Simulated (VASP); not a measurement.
## In3Se: single point with PBE+D3(BJ)

Crystal: In3Se.

```xyz
4
Lattice="4.4894 0.0000 0.0000 0.0000 4.7009 0.0000 0.0000 0.0000 4.7009" Properties=species:S:1:pos:R:3 pbc="T T T"
In    0.0000    2.3504    2.3504
In    2.2447    0.0000    2.3504
In    2.2447    2.3504    0.0000
Se    0.0000    0.0000    0.0000
```

This cell differs from its parent crystal: strain -0.0450 x Voigt [1, 0, 0, 0, 0, 0].

* Program: VASP 6.6.1
* Task: single point
* Functional: PBE
* Dispersion: D3(BJ)
* Potentials or basis: VASP PAW PBE potentials, release 64 (In_d, Se)
* Cutoff: 520 eV
* k mesh: 10 × 10 × 10
* Occupations: gaussian, width 0.15 eV
* Spin: no spin polarisation

```yaml
Pressure: 2.1 GPa
Dispersion_energy_per_atom: -0.356 eV
```

Stress tensor (GPa, compression positive):
```
2.12 0.00 0.00
0.00 2.04 0.00
0.00 0.00 2.04
```

Levels at points of the mesh, in eV from the Fermi level:
| k point | band 19 | band 20 | band 21 | band 22 | band 23 | band 24 | band 25 | band 26 |
| --- | --- | --- | --- | --- | --- | --- | --- | --- |
| (0.00, 0.00, 0.00) | -3.82 | -3.48 | -2.28 | -1.71 | 1.15 | 1.15 | 1.34 | 4.49 |
| (0.50, 0.00, 0.00) | -2.76 | -2.76 | -1.45 | -1.20 | -0.24 | -0.24 | 1.09 | 3.89 |
| (0.00, 0.50, 0.00) | -2.90 | -2.63 | -1.48 | -0.77 | -0.47 | 0.06 | 1.39 | 4.12 |
| (0.50, 0.50, 0.00) | -6.00 | -2.23 | -1.10 | -0.72 | -0.60 | 1.46 | 1.66 | 1.69 |
| (0.00, 0.50, 0.50) | -6.19 | -2.09 | -0.71 | -0.28 | -0.28 | 2.01 | 2.01 | 2.15 |
| (0.50, 0.50, 0.50) | -4.71 | -4.38 | -4.38 | -4.38 | -3.60 | 3.18 | 3.18 | 3.78 |

It took 11 min on 1 thread of AMD EPYC 7R13 (shared host), peak memory 0.4 GiB.

Caveat: the cell differs from its parent crystal (strain -0.0450 x Voigt [1, 0, 0, 0, 0, 0]); spin-orbit coupling is left out, which moves the levels of the heavy elements; pairwise dispersion overbinds metals, which lowers pressure and volume.
